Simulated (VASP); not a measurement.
## AlNi (CsCl type): density of states with PBE

Crystal: AlNi (CsCl type).

```xyz
2
Lattice="2.5933 0.0000 0.0000 0.0000 2.5933 0.0000 0.0000 0.0000 2.5933" Properties=species:S:1:pos:R:3 pbc="T T T"
Ni    0.0000    0.0000    0.0000
Al    1.2967    1.2967    1.2967
```

This cell differs from its parent crystal: volume scaled by 0.72.

```yaml
Program: VASP 6.6.1
Task: density of states
Functional: PBE
Potentials_or_basis: VASP PAW PBE potentials, release 64 (Ni, Al)
Cutoff: 520 eV
k_mesh: 14 × 14 × 14
Occupations: fermi-dirac, width 0.08 eV
Spin: no spin polarisation
Dipole_correction: no
k_mesh_for_the_DOS: 21 × 21 × 21
Occupations_for_the_DOS: tetrahedron
Further_INCAR_settings: ALGO = Normal; EDIFF = 1e-06; NBANDS = 14
```

* Valence electrons inside the program's atomic spheres: Ni 10.19; Al 1.03

Levels at points of the mesh, in eV from the Fermi level:
| k point | band 2 | band 3 | band 4 | band 5 | band 6 | band 7 | band 8 | band 9 | band 10 | band 11 |
| --- | --- | --- | --- | --- | --- | --- | --- | --- | --- | --- |
| (0.00, 0.00, 0.00) | -5.15 | -5.15 | -2.37 | -2.37 | -2.37 | 7.03 | 7.03 | 7.03 | 9.19 | 9.19 |

It took 46 s on 1 thread of Intel Xeon 6975P-C, on a shared host, peak memory 0.19 GiB.

 Spin polarisation is off, so any magnetic state and its effect on volume and gap are missing.
